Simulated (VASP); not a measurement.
Set up this calculation in VASP 6.6.1, as the native input.

```
Task                   : relaxation of cell and atoms
Functional             : PBE
Potentials or basis    : VASP PAW PBE potentials, release 64 (Al, Co)
Cutoff                 : 600 eV
k mesh                 : 14 × 14 × 14
Occupations            : gaussian, width 0.1 eV
Spin                   : collinear spin, ferromagnetic start
Starting moments       : [0.0, 0.0, -0.16] μB
Dipole correction      : no
Further INCAR settings : ALGO = Normal; EDIFF = 1e-06; IBRION = 2; EDIFFG = -0.01; NSW = 100; ISIF = 3
```

The structure of Al2Co lies in POSCAR:

```
Al2Co
1.0
    0.0000000000      2.8679206227      2.8679206227
    2.8679206227      0.0000000000      2.8679206227
    2.8679206227      2.8679206227      0.0000000000
Al Co
2 1
Direct
    0.2500000000      0.2500000000      0.2500000000
    0.5000000000      0.5000000000      0.5000000000
    0.7500000000      0.7500000000      0.7500000000
```

The cell was generated, and may not be a known phase.

These files were run (other wordings do the same):

INCAR

```
SYSTEM = Al2Co
ALGO     = Normal         ! electronic algorithm
EDIFF    = 1E-6           ! SCF threshold, eV
EDIFFG   = -0.01          ! ionic threshold
ENCUT    = 600            ! plane-wave cutoff, eV
GGA      = PE             ! functional
IBRION   = 2              ! ionic algorithm
ISIF     = 3              ! what is computed and relaxed
ISMEAR   = 0              ! smearing method
ISPIN    = 2              ! spin polarisation
LASPH    = .TRUE.         ! aspherical terms in the spheres
LCHARG   = .FALSE.        ! write CHGCAR
LMAXMIX  = 4              ! l up to which the mixer works
LORBIT   = 11             ! projections on sites
LREAL    = .FALSE.        ! projectors in reciprocal space
LWAVE    = .FALSE.        ! write WAVECAR
MAGMOM   = 0 0 -0.16      ! initial moments
NELM     = 150            ! most SCF steps
NSW      = 100            ! ionic steps
PREC     = Accurate       ! precision mode
SIGMA    = 0.1            ! smearing width, eV
```

KPOINTS

```
k-points
0
G
  14 14 14
  0 0 0
```

Potentials or basis: VASP PAW PBE potentials, release 64 (Al, Co).

Command:

```console
$ cat potpaw_PBE.64/Al/POTCAR potpaw_PBE.64/Co/POTCAR > POTCAR
$ mpirun -np 1 vasp_std > vasp.out
```

It gave:

The relaxed volume is 15.81 Å³/atom and the relaxed cell is a = 4.063 Å, b = 4.063 Å, c = 4.063 Å, α = 60.00°, β = 60.00°, γ = 60.00°. The space group after relaxing (to 0.1 Å) is F-43m (No. 216), the energy gained by relaxing is 0.1 meV/atom and the ionic steps are 2. The pressure after relaxing is 0.0 GPa, the net moment is -0.05 μB per cell and the site moments are Al -0.00, +0.00; Co -0.04 μB. The valence electrons inside the program's atomic spheres are Al 0.80, 0.89; Co 8.16.

Run time: 91 s on 1 thread of Intel(R) Xeon(R) 6975P-C (Granite Rapids), on a shared host, peak memory 0.29 GiB.
